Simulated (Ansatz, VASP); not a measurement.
# Two plane-wave programs on C

Contents of INCAR:

```
ALGO = Normal
EDIFF = 1E-6
ENCUT = 520
GGA = PE
ISIF = 2
ISMEAR = 0
LASPH = True
LCHARG = False
LREAL = False
LWAVE = False
NBANDS = 16
NELM = 80
PREC = Accurate
SIGMA = 0.15
```

Contents of KPOINTS:

```
k-points
0
Gamma
  18 18 6
```

File POSCAR:

```
C
1.0
    1.2332770792     -2.1360444277      0.0000000000
    1.2332770792      2.1360444277      0.0000000000
    0.0000000000      0.0000000000      8.7070252276
C
4
Direct
    0.1832839874      0.8167160126      0.7306889300
    0.4833817782      0.5166182218      0.2693105382
    0.8167160126      0.1832839874      0.2693110700
    0.5166182218      0.4833817782      0.7306894618
```

Input for Ansatz:

```yaml
crystal:
  lattice:
    - [1.2332770792, -2.1360444277, 0.0]
    - [1.2332770792, 2.1360444277, 0.0]
    - [0.0, 0.0, 8.7070252276]
  atoms:
    - { symbol: C, position: [0.1832839874, 0.8167160126, 0.73068893] }
    - { symbol: C, position: [0.4833817782, 0.5166182218, 0.2693105382] }
    - { symbol: C, position: [0.8167160126, 0.1832839874, 0.26931107] }
    - { symbol: C, position: [0.5166182218, 0.4833817782, 0.7306894618] }
basis:
  ecutwfc: 520.0
kpoints:
  mp_grid: { grid: [18, 18, 6] }
hamiltonian:
  xc: pbe
  pseudopotentials: { kind: paw, azcp: { folder: soft_1 } }
scf:
  occupations: { method: gaussian, width: 0.15 }
output:
  forces: true
  stress: true
  eigenvalues: true
  write_density: true
  write_potential: true
  elf: true
  volumetric_format: npy
```

Change from the starting cell: mode 1 frozen in at -0.427 Å and mode 6 at -0.171 Å (largest displacements).

Alike in both runs: task single point; functional PBE; k mesh 18 × 18 × 6; occupations gaussian, width 0.15 eV; no spin polarisation.

|  | VASP | Ansatz |
| --- | --- | --- |
| version | VASP 6.6.1 | Ansatz 0.2.0 |
| potentials or method | VASP PAW PBE potentials, release 64 (C), cutoff 520 eV | scalar-relativistic, plane waves, PAW |
| valence electrons in the cell | 16 | 16 |

|  | VASP | Ansatz | Ansatz less VASP |
| --- | --- | --- | --- |
| gap on the k mesh at the Fermi level (eV) | 0.02 | 0.02 | 0.000 |
| least direct gap on the mesh (eV) | 0.02 | 0.02 | 0.000 |
| pressure (GPa) | 0.4 | 0.0 | -0.34 |
| traceless stress, the component that is largest in VASP (GPa) | -0.35 | 0.06 | +0.416 |
